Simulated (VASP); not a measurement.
Input of a VASP 6.6.1 run:

INCAR

```
PREC = Accurate ; ENCUT = 520
EDIFF = 1E-6 ; ISMEAR = -1
SIGMA = 0.02 ; LREAL = Auto
LASPH = T ; NELM = 100
ALGO = Normal ; ISIF = 2
LWAVE = F ; LCHARG = F
GGA = PE ; IVDW = 12
NBANDS = 72
```

The input KPOINTS:

```
Automatic mesh
0
Gamma
  1 1 1
```

File POSCAR:

```
Si4H26C5O5
1.0
    8.7633810000      0.0000000000      0.0000000000
    0.0000000000      8.7633810000      0.0000000000
    0.0000000000      0.0000000000      8.7633810000
Si H O C
4 26 5 5
Direct
    0.5128842395      0.5495824043      0.3285261704
    0.6596883098      0.2851296777      0.7126701441
    0.9665447617      0.6461775427      0.0440925711
    0.8550923439      0.2112540810      0.2617026465
    0.6687373287      0.5090386918      0.3875102543
    0.4305415912      0.4077535828      0.3340491529
    0.4320364480      0.6808102946      0.4053572474
    0.5366878377      0.5976802789      0.1645940077
    0.7846058502      0.3937863708      0.6637849022
    0.5593160904      0.3767267451      0.8248642847
    0.5570566885      0.1963853905      0.6087376550
    0.7321146941      0.1619238054      0.7904483441
    1.0166738157      0.5531084407     -0.0826963931
    0.8467051701      0.5848085345      0.1354500050
    1.0960153393      0.6828985297      0.1436431898
    0.8852405253      0.7813765030     -0.0235753758
    0.8224679493      0.3485070431      0.1511174740
    0.9958142867      0.2020681287      0.3441365838
    0.7326738390      0.1908966414      0.3736229202
    0.8404632869      0.0580255497      0.1660774534
   -0.0301139480      0.7126473218      0.5308681661
   -0.0821144259      0.5372013382      0.6333628539
    0.5354097922      0.7464242397      0.6932712386
    0.3968901957      0.7769718103      0.8522737971
    0.2348636902      0.0724492065      0.4255549314
    0.1785612197     -0.1367508728      0.4126717759
    0.4124093201      0.1272225868      0.2307328644
    0.5525835291      0.1078807369      0.0676108913
    0.2802000735      0.4248816752      0.8288581770
    0.2284734625      0.2281425400      0.7723046619
    0.1499078951      0.5745499368      0.5896468498
    0.4714732818      0.9635322257      0.7439594376
    0.0958534155     -0.0070748950      0.5905939728
    0.4920931773     -0.0906841777      0.1690443449
    0.3194200960      0.2608468124      0.9872901794
    0.0128945666      0.6086577772      0.5896126164
    0.4724318160      0.8288809992      0.7622172310
    0.1776483300     -0.0250588215      0.4715873930
    0.4878140069      0.0471507515      0.1608169267
    0.2801430179      0.3043802386      0.8613114048
```

Potentials or basis: VASP PAW PBE potentials, release 64 (Si, H, O, C).

Run with:

```bash
$ cat potpaw_PBE.64/Si/POTCAR potpaw_PBE.64/H/POTCAR potpaw_PBE.64/O/POTCAR potpaw_PBE.64/C/POTCAR > POTCAR
$ mpirun -np 1 vasp_gam > vasp.out
```

(1) What does it give for the band gap on the k mesh?

(2) Predict the dispersion energy per atom.

(3) Estimate the largest force.

## Answers

(1) 2.83 eV.

(2) -0.037 eV.

(3) 4.521 eV/Å.

Caveat: the k points lie up to 0.72 Å⁻¹ apart.
